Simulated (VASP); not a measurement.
Here is a VASP 6.6.1 calculation.

The input INCAR:

```
PREC = Accurate ; ENCUT = 520
EDIFF = 1E-7 ; ISMEAR = 0
SIGMA = 0.01 ; LREAL = Auto
LASPH = T ; NELM = 60
ALGO = Normal ; ISIF = 2
LWAVE = F ; LCHARG = F
GGA = PE ; NELECT = 122.0
NBANDS = 82
```

Contents of KPOINTS:

```
Automatic mesh
0
Gamma
  2 2 2
```

POSCAR

```
Al16N15
1.0
   -4.4031742015     -4.4031742015      4.4031742015
    4.4031742015     -4.4031742015     -4.4031742015
    4.4031742015      4.4031742015      4.4031742015
Al N
16 15
Direct
    0.2500000000      0.0073462962      0.7500000000
    0.0008757553      0.0005614503      0.0005614503
    0.5073462962      0.7500000000      0.7500000000
    0.2500000000      0.7500000000      0.0073462962
   -0.0005614503      0.7500000000      0.2503143050
    0.7496856950     -0.0008757553      0.2496856950
    0.5005614503      0.0005614503      0.5008757553
   -0.0005614503      0.2503143050      0.7500000000
    0.7503143050      0.4994385497      0.7500000000
    0.5005614503      0.5008757553      0.0005614503
    0.2500000000      0.4994385497      0.2503143050
   -0.0073462962      0.4926537038      0.4926537038
    0.7503143050      0.7500000000      0.4994385497
    0.7496856950      0.2496856950     -0.0008757553
    0.4991242447      0.2496856950      0.2496856950
    0.2500000000      0.2503143050      0.4994385497
    0.0000759880      0.7500000000     -0.0010342354
    0.4989657646      0.5000759880      0.7500000000
    0.2500000000      0.5000759880     -0.0010342354
    0.0010342354      0.5010342354      0.2511102234
    0.7500000000      0.7500000000      0.2500000000
    0.4989657646      0.7500000000      0.5000759880
    0.0000759880     -0.0010342354      0.7500000000
    0.7500000000      0.2500000000      0.7500000000
    0.4999240120      0.2488897766     -0.0000759880
    0.2500000000      0.2500000000      0.2500000000
    0.0010342354      0.2511102234      0.5010342354
    0.7511102234      0.5010342354      0.5010342354
    0.7488897766     -0.0000759880     -0.0000759880
    0.4999240120     -0.0000759880      0.2488897766
    0.2500000000     -0.0010342354      0.5000759880
```

Potentials or basis: VASP PAW PBE potentials, release 64 (Al, N).

Run with:

```sh
$ cat potpaw_PBE.64/Al/POTCAR potpaw_PBE.64/N/POTCAR > POTCAR
$ mpirun -np 1 vasp_std > vasp.out
```

(1) Estimate the largest force.

## Answers

(1) 0.015 eV/Å.

Caveat: the k points lie up to 0.50 Å⁻¹ apart; the cell carries a net charge on a neutralising background, which shifts energy and pressure; the cell differs from its parent crystal (atoms taken out, then relaxed in part).
